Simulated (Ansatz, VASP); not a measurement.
# One calculation of Be7Te, two programs

```
Be Te
1.0
     5.65461    0.00000    0.00000
    -2.82731    4.89704    0.00000
     0.00000    0.00000    3.68607
Be Te
7 1
Direct
  0.70565 0.14244 0.00000
  0.85756 0.56321 0.00000
  0.43679 0.29435 0.00000
  0.66667 0.33333 0.50000
  0.56943 0.70586 0.00000
  0.29414 0.86357 0.00000
  0.13643 0.43057 0.00000
  0.00000 0.00000 0.50000
```

Alike in both runs: functional PBE; k mesh 4 × 4 × 4; occupations gaussian, width 0.2 eV; no spin polarisation.

Ansatz relaxed the structure, and its values are those at the end. VASP's run is a single point on that final structure, the one shown.

|  | VASP | Ansatz |
| --- | --- | --- |
| version | VASP 6.6.1 | Ansatz 0.2.0 |
| potentials or method | VASP PAW PBE potentials, release 64 (Be, Te), cutoff 600 eV | scalar-relativistic, plane waves, PAW |
| valence electrons in the cell | 20 | 30 |

|  | VASP | Ansatz | Ansatz less VASP |
| --- | --- | --- | --- |
| gap on the k mesh at the Fermi level (eV) | none | none | - |
| pressure (GPa) | 0.1 | 0.0 | -0.08 |
| rms of the force components (eV/Å) | 0.008 | 0.005 | -0.0031 |

A gap of «none» marks a metal or a gap that the smearing closes. VASP's potentials hold 20 valence electrons a cell and Ansatz's 30, so a difference there can come from the potentials and not from the codes.

The k mesh is coarse, so the values compare programs but aren't converged. Spin-orbit coupling is off throughout.
